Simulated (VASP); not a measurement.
# TiAu (Pm-3m) in VASP: further runs, part 2 of 2

VASP 6.6.1. The steps go on from the part before.

### 3 Relaxation of cell and atoms, LDA, target pressure 3 GPa, at which the enthalpy is minimised

This run uses another cell than the first one, of 16.26 Å³/atom.

Input file INCAR:

```
SYSTEM = TiAu
PREC = Accurate
ENCUT = 600
EDIFF = 1E-7
ISMEAR = -1
SIGMA = 0.15
LREAL = .False.
LASPH = .True.
NELM = 80
ALGO = Fast
ISIF = 3
LWAVE = .False.
LCHARG = .False.
IBRION = 2
NSW = 80
EDIFFG = -0.001
PSTRESS = 30.0
```

Input file KPOINTS:

```
Automatic mesh
0
Gamma
  14 14 14
  0 0 0
```

Input file POSCAR:

```
TiAu
1.0
    3.1915999563      0.0000000000      0.0000000000
    0.0000000000      3.1915999563      0.0000000000
    0.0000000000      0.0000000000      3.1915999563
Ti Au
1 1
Direct
    0.5000000000      0.5000000000      0.5000000000
    0.0000000000      0.0000000000      0.0000000000
```

Potentials or basis: VASP PAW LDA potentials, release 64 (Ti_sv, Au).

Command:

```
$ cat potpaw_LDA.64/Ti_sv/POTCAR potpaw_LDA.64/Au/POTCAR > POTCAR
$ mpirun -np 1 vasp_std > vasp.out
```

OUTCAR:

```text
SYSTEM = TiAu
   PREC = Accurate
   ENCUT = 600
   EDIFF = 1E-7
   ISMEAR = -1
   LREAL = .False.
   LASPH = .True.
   NELM = 80
   ISIF = 3
   IBRION = 2
   NSW = 80
   EDIFFG = -0.001
   PSTRESS = 30.0

 ion  position               nearest neighbor table
   1  0.500  0.500  0.500-   2 2.76   2 2.76   2 2.76   2 2.76   2 2.76   2 2.76   2 2.76   2 2.76

   2  0.000  0.000  0.000-   1 2.76   1 2.76   1 2.76   1 2.76   1 2.76   1 2.76   1 2.76   1 2.76

  LATTYP: Found a simple cubic cell.
 ALAT       =     3.1915999563

  Lattice vectors:

 A1 = (   3.1915999563,   0.0000000000,   0.0000000000)
 A2 = (   0.0000000000,   3.1915999563,   0.0000000000)
 A3 = (   0.0000000000,   0.0000000000,   3.1915999563)

Analysis of symmetry for initial positions (statically):
=====================================================================
 Subroutine PRICEL returns:
 Original cell was already a primitive cell.

 Routine SETGRP: Setting up the symmetry group for a
 simple cubic supercell.

 Subroutine GETGRP returns: Found 48 space group operations
 (whereof 48 operations were pure point group operations)
 out of a pool of 48 trial point group operations.

The static configuration has the point symmetry O_h .

Analysis of symmetry for dynamics (positions and initial velocities):
=====================================================================
 Subroutine PRICEL returns:
 Original cell was already a primitive cell.

 Routine SETGRP: Setting up the symmetry group for a
 simple cubic supercell.

 Subroutine GETGRP returns: Found 48 space group operations
 (whereof 48 operations were pure point group operations)
 out of a pool of 48 trial point group operations.

The dynamic configuration has the point symmetry O_h .

 Subroutine INISYM returns: Found 48 space group operations
 (whereof 48 operations are pure point group operations),
 and found     1 'primitive' translations

----------------------------------------------------------------------------------------

                                     Primitive cell

  volume of cell :      32.5106

  direct lattice vectors                    reciprocal lattice vectors
     3.191599956  0.000000000  0.000000000     0.313322476  0.000000000  0.000000000
[... 102 lines left out ...]
   EFERMI_NEDOS =   21; number of points for ismear=-14 and -15
   IALGO  =     68    algorithm
   IMIX   =      4    mixing-type and parameters
     AMIX     =   0.40;   BMIX     =  1.00
     AMIX_MAG =   1.60;   BMIX_MAG =  1.00
  volume/ion in A,a.u.               =      16.26       109.70
  Fermi-wavevector in a.u.,A,eV,Ry     =   1.458733  2.756605 28.951844  2.127901
  Thomas-Fermi vector in A             =   2.575382
   LORBIT       =      0    0 simple, 1 ext, 2 COOP (PROOUT), +10 PAW based schemes
   GGA     = CA    functional components
   LHFCALC =     F    Hartree Fock is set to
   AEXX    =    0.0000 exact exchange contribution
   IVDW    =     0    specifies the selected vdW correction
   LEPSILON=     F    determine dielectric tensor
   LRPA    =     F    only Hartree local field effects (RPA)
 conjugate gradient relaxation of ions
 non-spin polarized calculation
 RMM-DIIS sequential band-by-band and
  energy-cutoff  :      600.00
  volume of cell :       32.51
 maximum number of plane-waves:      1108
 NGX is ok and might be reduce to    28
   NGX = 13   NGY = 13   NGZ = 13

--------------------------------------- Ionic step        1  -------------------------------------------

 number of electron      23.0000005 magnetization

 Free energy of the ion-electron system (eV)
  ---------------------------------------------------
  ext. energy  EPLUGINS =         0.00000000
  ---------------------------------------------------
  free energy    TOTEN  =       -13.78886716 eV

  energy without entropy =      -13.56579371  energy(sigma->0) =      -13.67733043

 E-fermi :   9.9149     XC(G=0): -12.6991

 val. band max:        9.9061895619   @ k =   0.4286   0.2143   0.2143
 cond. band min:       9.9201471123   @ k =   0.2857   0.1429   0.1429
 fundamental gap:      0.0139575504
 Fermi energy:         9.9149248838

 k-point     1 :       0.0000    0.0000    0.0000
  band No.  band energies     occupation
      1     -46.7185      2.00000
      2     -23.2808      2.00000
      3     -23.2808      2.00000
      4     -23.2808      2.00000
      5       0.8958      2.00000
      6       3.2908      2.00000
      7       3.2908      2.00000
      8       5.3515      2.00000
      9       5.3515      2.00000
     10       5.3515      2.00000
     11      10.2376      0.20840
     12      10.2376      0.20840
     13      12.0448      0.00000
     14      12.0448      0.00000
[... 528 lines left out ...]
--------------------------------------- Ionic step        4  -------------------------------------------

 number of electron      23.0000005 magnetization

 Free energy of the ion-electron system (eV)
  ---------------------------------------------------
  ext. energy  EPLUGINS =         0.00000000
  ---------------------------------------------------
  free energy    TOTEN  =       -13.78376973 eV

  energy without entropy =      -13.56347943  energy(sigma->0) =      -13.67362458

 E-fermi :  10.1310     XC(G=0): -12.7801

 val. band max:       10.1210741784   @ k =   0.4286   0.2143   0.2143
 cond. band min:      10.1317358863   @ k =   0.2857   0.1429   0.1429
 fundamental gap:      0.0106617079
 Fermi energy:        10.1309973527

 k-point     1 :       0.0000    0.0000    0.0000
  band No.  band energies     occupation
      1     -46.4773      2.00000
      2     -23.0394      2.00000
      3     -23.0394      2.00000
      4     -23.0394      2.00000
      5       1.0101      2.00000
      6       3.3963      2.00000
      7       3.3963      2.00000
      8       5.5147      2.00000
      9       5.5147      2.00000
     10       5.5147      2.00000
     11      10.4623      0.19800
     12      10.4623      0.19800
     13      12.3068      0.00000
     14      12.3068      0.00000
[... 448 lines left out ...]
  energy  without entropy=      -13.5634794334  energy(sigma->0) =      -13.67362458

  enthalpy is  TOTEN    =       -13.1839624507 eV   P V=        0.5998072795

 reached required accuracy - stopping structural energy minimisation
```

Wall time 4.3 min (1 thread of Intel Xeon 6975P-C (Granite Rapids), shared host); peak memory 0.22 GiB.

What came out:

```
Free energy                                                : -13.7838 eV
Relaxed volume                                             : 16.02 Å³/atom
Relaxed cell                                               : a = 3.176 Å, b = 3.176 Å, c = 3.176 Å, α = 90.00°, β = 90.00°, γ = 90.00°
Space group after relaxing (to 0.1 Å)                      : Pm-3m (No. 221)
Energy change on relaxing (the run minimises the enthalpy) : +2.5 meV/atom
Ionic steps                                                : 4
Pressure after relaxing                                    : 3.0 GPa
Band gap on the k mesh                                     : zero (an odd number of electrons rules out a gap without spin polarisation)
```

Step by step:
```tsv
step	energy change (eV)	largest force (eV/Å)	pressure (GPa)	volume (Å³)
1	0.0000	0.0000	0.42	32.51
2	0.0292	0.0000	7.53	31.30
3	0.0049	0.0000	2.98	32.04
4	0.0051	0.0000	3.01	32.03
```

Final structure:
```
Ti Au
1.0
     3.17590    0.00000    0.00000
     0.00000    3.17590    0.00000
     0.00000    0.00000    3.17590
Ti Au
1 1
Direct
  0.50000 0.50000 0.50000
  0.00000 0.00000 0.00000
```

Caveat: the cell is relaxed towards a set pressure, so the run minimises the enthalpy, not the energy; spin-orbit coupling is left out, which moves the levels of the heavy elements.
